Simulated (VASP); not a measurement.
**Pt12CO: single point with PBE**

Pt12CO, a slab with vacuum:

```xyz
14
Lattice="5.6143 0.0000 0.0000 -2.8072 4.8622 0.0000 0.0000 0.0000 21.2693" Properties=species:S:1:pos:R:3 pbc="T T T"
Pt    1.4036    0.8104    4.0000
Pt    0.0000    3.2414    4.0000
Pt    4.2107    0.8104    4.0000
Pt    2.8072    3.2414    4.0000
Pt    0.0000    1.6207    6.3097
Pt   -1.4036    4.0518    6.3097
Pt    2.8072    1.6207    6.3097
Pt    1.4036    4.0518    6.3097
Pt    0.0000    0.0000    8.6193
Pt   -1.4036    2.4311    8.6193
Pt    2.8072    0.0000    8.6193
Pt    1.4036    2.4311    8.6193
C     0.0000    1.6207    9.9927
O     0.0000    1.6207   11.1753
```

```
Program                : VASP 6.6.1
Task                   : single point
Functional             : PBE
Potentials or basis    : VASP PAW PBE potentials, release 64 (Pt, C, O)
Cutoff                 : 520 eV
k mesh                 : 6 × 6 × 1
Occupations            : gaussian, width 0.1 eV
Spin                   : no spin polarisation
Dipole correction      : yes
Further INCAR settings : ALGO = Normal; EDIFF = 1e-06; NBANDS = 78
```

- Largest force: 0.680 eV/Å
- Band gap on the k mesh: zero (bands 65 and 66 overlap by 0.65 eV)

Forces on the atoms (eV/Å):
```
Pt   0.021 -0.012 -0.109
Pt   0.000  0.024 -0.109
Pt  -0.021 -0.012 -0.109
Pt   0.000  0.000  0.130
Pt   0.000  0.000 -0.457
Pt   0.077  0.044 -0.050
Pt   0.000 -0.088 -0.050
Pt  -0.077  0.044 -0.050
Pt   0.000 -0.135  0.403
Pt  -0.117  0.068  0.403
Pt   0.000  0.000 -0.443
Pt   0.117  0.068  0.403
C    0.000  0.000 -0.645
O    0.000  0.000  0.680
```

Levels at points of the mesh, in eV from the Fermi level:
| k point | band 61 | band 62 | band 63 | band 64 | band 65 | band 66 | band 67 | band 68 | band 69 | band 70 |
| --- | --- | --- | --- | --- | --- | --- | --- | --- | --- | --- |
| (0.00, 0.00, 0.00) | 0.20 | 0.20 | 0.29 | 0.38 | 0.38 | 0.59 | 0.59 | 0.61 | 0.97 | 1.10 |
| (0.50, 0.00, 0.00) | -0.72 | -0.59 | -0.26 | -0.21 | -0.05 | 0.00 | 0.22 | 0.26 | 0.90 | 1.45 |

It took 12 min on 1 thread of Oxide Virtual Turin-like Processor, on a shared host, peak memory 0.7 GiB.

Caveat: spin-orbit coupling is left out, which moves the levels of the heavy elements.
